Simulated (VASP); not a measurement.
Sn:

```xyz
2
Lattice="0.0000 3.2845 3.2845 3.2845 0.0000 3.2845 3.2845 3.2845 0.0000" Properties=species:S:1:pos:R:3 pbc="T T T"
Sn    0.0000    0.0000    0.0000
Sn    1.6422    1.6422    1.6422
```

Base run:

| Item | Value |
| --- | --- |
| Program | VASP 6.6.1 |
| Functional | PBE |
| Potentials or basis | VASP PAW PBE potentials, release 64 (Sn_d) |
| Cutoff | 520 eV |
| k mesh | 6 × 6 × 6 |
| Occupations | fermi-dirac, width 0.02 eV |
| Spin | no spin polarisation |

Its results: band gap on the k mesh zero (band 14 reaches 5.36 eV, above the bottom of band 15 at 5.19 eV); pressure 1.5 GPa.

Question: The run is repeated on the same cell with these changes: functional from PBE to r2SCAN; further incar settings from ALGO = Normal; EDIFF = 1e-06; NBANDS = 21 to ALGO = Normal; EDIFF = 1e-07; NBANDS = 21. What comes out?

Answer: Band gap on the k mesh zero (filled and empty bands touch); pressure 0.0 GPa.

Caveats: spin-orbit coupling is left out, which moves the levels of the heavy elements; the PAW data sets were made with another functional, which shifts forces and pressure a little (some runs).
